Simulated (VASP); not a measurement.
# Co (Pm-3n) in VASP: single point with RPBE

Aim: the single point of Co with RPBE.

Everything below comes from runs of VASP 6.6.1. Logs are shortened: lines on timing, memory, paths and dates and some standing lists are left out, and cuts for length are marked.

**1. The cell of the first run**

It takes space group Pm-3n (No. 223, cubic). Conventional cell: a = 4.433 Å, b = 4.433 Å, c = 4.433 Å, α = 90.00°, β = 90.00°, γ = 90.00°. Within 3.3 Å of Co (site symmetry m-3) lie 12 Co at 2.48 Å. Co (site symmetry -4m2) has 14 Co at 2.22 to 2.71 Å within 2.9 Å.

**2. Single point, RPBE**

INCAR reads:

```
SYSTEM = Co
PREC = Accurate
ENCUT = 520
EDIFF = 1E-6
ISMEAR = -1
SIGMA = 0.1
LREAL = .False.
LASPH = .True.
NELM = 80
ALGO = Normal
ISIF = 2
LWAVE = .False.
LCHARG = .True.
GGA = RP
LELF = .True.
LVHAR = .True.
NBANDS = 46
```

KPOINTS reads:

```
Automatic mesh
0
Gamma
  8 8 8
  0 0 0
```

POSCAR reads:

```
Co
1.0
    4.4331491468      0.0000000000      0.0000000000
    0.0000000000      4.4331491468      0.0000000000
    0.0000000000      0.0000000000      4.4331491468
Co
8
Direct
    0.0000000000      0.0000000000      1.0000000000
    0.5000000000      0.5000000000      0.5000000000
    0.2500000000      1.0000000000      0.5000000000
    0.7500000000      1.0000000000      0.5000000000
    0.5000000000      0.2500000000      1.0000000000
    0.5000000000      0.7500000000      1.0000000000
    1.0000000000      0.5000000000      0.2500000000
    0.0000000000      0.5000000000      0.7500000000
```

Potentials or basis: VASP PAW PBE potentials, release 64 (Co).

Started as:

```console
$ cat potpaw_PBE.64/Co/POTCAR > POTCAR
$ mpirun -np 1 vasp_std > vasp.out
```

OUTCAR:

```text
SYSTEM = Co
   PREC = Accurate
   ENCUT = 520
   EDIFF = 1E-6
   ISMEAR = -1
   LREAL = .False.
   LASPH = .True.
   NELM = 80
   ISIF = 2
   GGA = RP

 ion  position               nearest neighbor table
   1  0.000  0.000  0.000-   3 2.48   4 2.48   5 2.48   6 2.48   7 2.48   8 2.48   3 2.48   4 2.48
                             7 2.48   8 2.48   5 2.48   6 2.48
   2  0.500  0.500  0.500-   3 2.48   4 2.48   5 2.48   6 2.48   7 2.48   8 2.48   5 2.48   6 2.48
                             3 2.48   4 2.48   7 2.48   8 2.48
   3  0.250  0.000  0.500-   4 2.22   4 2.22   1 2.48   1 2.48   2 2.48   2 2.48   8 2.71   5 2.71
                             5 2.71   6 2.71   6 2.71   7 2.71   8 2.71   7 2.71
   4  0.750  0.000  0.500-   3 2.22   3 2.22   1 2.48   1 2.48   2 2.48   2 2.48   8 2.71   5 2.71
                             5 2.71   6 2.71   6 2.71   7 2.71   8 2.71   7 2.71
   5  0.500  0.250  0.000-   6 2.22   6 2.22   1 2.48   2 2.48   2 2.48   1 2.48   8 2.71   4 2.71
                             3 2.71   4 2.71   3 2.71   7 2.71   7 2.71   8 2.71
   6  0.500  0.750  0.000-   5 2.22   5 2.22   1 2.48   2 2.48   2 2.48   1 2.48   8 2.71   4 2.71
                             3 2.71   4 2.71   3 2.71   7 2.71   7 2.71   8 2.71
   7  0.000  0.500  0.250-   8 2.22   8 2.22   1 2.48   2 2.48   1 2.48   2 2.48   3 2.71   4 2.71
                             5 2.71   3 2.71   4 2.71   6 2.71   5 2.71   6 2.71
   8  0.000  0.500  0.750-   7 2.22   7 2.22   1 2.48   2 2.48   1 2.48   2 2.48   3 2.71   4 2.71
                             5 2.71   3 2.71   4 2.71   6 2.71   5 2.71   6 2.71

  LATTYP: Found a simple cubic cell.
 ALAT       =     4.4331491468

  Lattice vectors:

 A1 = (   4.4331491468,   0.0000000000,   0.0000000000)
 A2 = (   0.0000000000,   4.4331491468,   0.0000000000)
 A3 = (   0.0000000000,   0.0000000000,   4.4331491468)

Analysis of symmetry for initial positions (statically):
=====================================================================
 Subroutine PRICEL returns:
 Original cell was already a primitive cell.

 Routine SETGRP: Setting up the symmetry group for a
 simple cubic supercell.

 Subroutine GETGRP returns: Found 48 space group operations
 (whereof 24 operations were pure point group operations)
 out of a pool of 48 trial point group operations.

The static configuration has the point symmetry T_h .
 The point group associated with its full space group is O_h .

Analysis of symmetry for dynamics (positions and initial velocities):
=====================================================================
 Subroutine PRICEL returns:
 Original cell was already a primitive cell.

 Routine SETGRP: Setting up the symmetry group for a
 simple cubic supercell.

 Subroutine GETGRP returns: Found 48 space group operations
 (whereof 24 operations were pure point group operations)
 out of a pool of 48 trial point group operations.

[... 120 lines left out ...]
   ISYM   =      2    0-nonsym 1-usesym 2-fastsym
   POTIM  = 0.5000    time-step for ionic-motion
   TEBEG  =    0.0;   TEEND  =   0.0 temperature during run
   PSTRESS=    0.0 pullay stress
   NELECT =      72.0000    total number of electrons
   NUPDOWN=      -1.0000    fix difference up-down
   EMIN   =  10.00;   EMAX   =-10.00  energy-range for DOS
   EFERMI =   0.00;   METHOD = LEGACY
   ISMEAR =    -1;   SIGMA  =   0.10  broadening in eV -4-tet -1-fermi 0-gaus
   EFERMI_NEDOS =   21; number of points for ismear=-14 and -15
   IALGO  =     38    algorithm
   IMIX   =      4    mixing-type and parameters
     AMIX     =   0.40;   BMIX     =  1.00
     AMIX_MAG =   1.60;   BMIX_MAG =  1.00
  volume/ion in A,a.u.               =      10.89        73.49
  Fermi-wavevector in a.u.,A,eV,Ry     =   1.536290  2.903168 32.112310  2.360188
  Thomas-Fermi vector in A             =   2.642960
   LORBIT       =      0    0 simple, 1 ext, 2 COOP (PROOUT), +10 PAW based schemes
   GGA     = RP    functional components
   LHFCALC =     F    Hartree Fock is set to
   AEXX    =    0.0000 exact exchange contribution
   IVDW    =     0    specifies the selected vdW correction
   LEPSILON=     F    determine dielectric tensor
   LRPA    =     F    only Hartree local field effects (RPA)
 non-spin polarized calculation
  energy-cutoff  :      520.00
  volume of cell :       87.12
 maximum number of plane-waves:      2365
 NGX is ok and might be reduce to    36
   NGX = 17   NGY = 17   NGZ = 17

 number of electron      71.9999991 magnetization

 Free energy of the ion-electron system (eV)
  ---------------------------------------------------
  ext. energy  EPLUGINS =         0.00000000
  ---------------------------------------------------
  free energy    TOTEN  =       -49.14809946 eV

  energy without entropy =      -48.28899157  energy(sigma->0) =      -48.71854551

 E-fermi :  10.2357     XC(G=0): -13.2720

 val. band max:       10.2299346312   @ k =   0.5000   0.5000   0.2500
 cond. band min:      10.2364029660   @ k =   0.3750   0.3750   0.0000
 fundamental gap:      0.0064683349
 Fermi energy:        10.2357357349

 k-point     1 :       0.0000    0.0000    0.0000
  band No.  band energies     occupation
      1       1.4604      2.00000
      2       5.6107      2.00000
      3       5.6107      2.00000
      4       6.3000      2.00000
      5       6.6460      2.00000
      6       6.6460      2.00000
[... 1165 lines left out ...]
     45      12.5886      0.00000
     46      13.6207      0.00000

 [... further k-points ...]
[... 5 lines left out ...]
  --------------------------------------------------------------------------------------
  -------------------------------------------------------------------------------------
  Total       -0.2760576     -0.2760576     -0.2760576     -0.0000000     -0.0000000     -0.0000000
  in kB       -5.0766045     -5.0766045     -5.0766045     -0.0000000     -0.0000000     -0.0000000
  external PRESSURE =      -5.0766045 kB  Pullay stress =       0.0000000 kB

 VOLUME and BASIS-vectors are now :
 -----------------------------------------------------------------------------
  energy-cutoff  :      520.00
  volume of cell :       87.12
      direct lattice vectors                 reciprocal lattice vectors
     4.433149147  0.000000000  0.000000000     0.225573281  0.000000000  0.000000000
     0.000000000  4.433149147  0.000000000     0.000000000  0.225573281  0.000000000
     0.000000000  0.000000000  4.433149147     0.000000000  0.000000000  0.225573281

 POSITION                                       TOTAL-FORCE (eV/Angst)
 -----------------------------------------------------------------------------------
      0.00000      0.00000      0.00000         0.000000      0.000000      0.000000
      2.21657      2.21657      2.21657         0.000000      0.000000      0.000000
      1.10829      0.00000      2.21657        -0.000000     -0.000000      0.000000
      3.32486      0.00000      2.21657         0.000000     -0.000000     -0.000000
      2.21657      1.10829      0.00000         0.000000      0.000000      0.000000
      2.21657      3.32486      0.00000         0.000000      0.000000      0.000000
      0.00000      2.21657      1.10829         0.000000     -0.000000      0.000000
      0.00000      2.21657      3.32486        -0.000000      0.000000      0.000000
 -----------------------------------------------------------------------------------
    total drift:                                0.000000      0.000000     -0.000000

  FREE ENERGIE OF THE ION-ELECTRON SYSTEM (eV)
  ---------------------------------------------------
  free  energy   TOTEN  =       -49.1480994594 eV

  energy  without entropy=      -48.2889915686  energy(sigma->0) =      -48.71854551
```

OSZICAR:

```text
N       E                     dE             d eps       ncg     rms          rms(c)
DAV:   1     0.563714184332E+03    0.56371E+03   -0.30945E+04  3220   0.212E+03
DAV:   2    -0.741539727856E+01   -0.57113E+03   -0.55353E+03  3232   0.416E+02
DAV:   3    -0.554764860918E+02   -0.48061E+02   -0.42023E+02  3454   0.157E+02
DAV:   4    -0.579460920271E+02   -0.24696E+01   -0.22460E+01  3936   0.348E+01
DAV:   5    -0.580245836529E+02   -0.78492E-01   -0.78167E-01  4420   0.511E+00    0.276E+01
DAV:   6    -0.510037803964E+02    0.70208E+01   -0.91113E+01  3358   0.942E+01    0.148E+01
DAV:   7    -0.687688916842E+02   -0.17765E+02   -0.38460E+01  3926   0.126E+02    0.606E+01
DAV:   8    -0.490860577128E+02    0.19683E+02   -0.33242E+01  3860   0.622E+01    0.549E+00
DAV:   9    -0.492191717760E+02   -0.13311E+00   -0.25625E+00  3428   0.156E+01    0.278E+00
DAV:  10    -0.491511057456E+02    0.68066E-01   -0.21978E-01  3742   0.487E+00    0.590E-01
DAV:  11    -0.491494932448E+02    0.16125E-02   -0.20114E-02  3592   0.168E+00    0.570E-01
DAV:  12    -0.491481711958E+02    0.13220E-02   -0.41066E-03  3848   0.105E+00    0.147E-01
DAV:  13    -0.491481313882E+02    0.39808E-04   -0.47279E-04  3762   0.250E-01    0.620E-02
DAV:  14    -0.491481113034E+02    0.20085E-04   -0.54316E-04  3710   0.210E-01    0.341E-02
DAV:  15    -0.491481002872E+02    0.11016E-04   -0.67776E-05  3488   0.870E-02    0.122E-02
DAV:  16    -0.491480990685E+02    0.12188E-05   -0.73079E-06  3128   0.247E-02    0.303E-03
DAV:  17    -0.491480994594E+02   -0.39091E-06   -0.41382E-07  1676   0.696E-03
   1 F= -.49148099E+02 E0= -.48718546E+02  d E =-.859108E+00
```

Run time: 3.1 min. Hardware: 1 thread of AMD EPYC 7R13 (Zen 3), shared host; peak memory 0.22 GiB.

Results:

```
Free energy            : -49.1481 eV
Pressure               : -0.5 GPa
Band gap on the k mesh : zero (band 36 reaches 10.39 eV, above the bottom of band 37 at 10.15 eV)
```

Caveat: the PAW data sets were made with another functional, which shifts forces and pressure a little; the run has no spin polarisation, though such a crystal can be magnetic. Spin polarisation is off, so any magnetic state and its effect on volume and gap are missing.
